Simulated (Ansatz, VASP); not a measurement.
## Two plane-wave programs on LaS3

```
CELL_PARAMETERS angstrom
4.06046 0.00000 0.00000
-2.03023 3.51646 0.00000
0.00000 0.00000 8.48279
ATOMIC_POSITIONS crystal
La 0.00000 0.00000 0.00000
S 0.00000 0.00000 0.78431
S 0.00000 0.00000 0.21569
S 0.00000 0.00000 0.50000
```

Alike in both runs: task relaxation of cell and atoms; functional PBE; k mesh 6 × 6 × 2; occupations gaussian, width 0.1 eV; no spin polarisation.

```csv
,VASP,Ansatz
version,VASP 6.6.1,Ansatz 0.2.0
potentials or method,"VASP PAW PBE potentials, release 64 (La, S), cutoff 500 eV","scalar-relativistic, plane waves, PAW"
valence electrons in the cell,29,29
```

```csv
,VASP,Ansatz,Ansatz less VASP
"gap on the k mesh at the Fermi level, each at its own relaxed structure (eV)",none,none,-
relaxed volume (Å³/atom),31.02,30.97,-0.053
relaxed cell length with the largest relative difference (Å),9.520,9.558,+0.0385
```

A gap of «none» marks a metal or a gap that the smearing closes.

The k mesh is coarse, so the values compare programs but aren't converged. Neither program's run includes spin-orbit coupling.
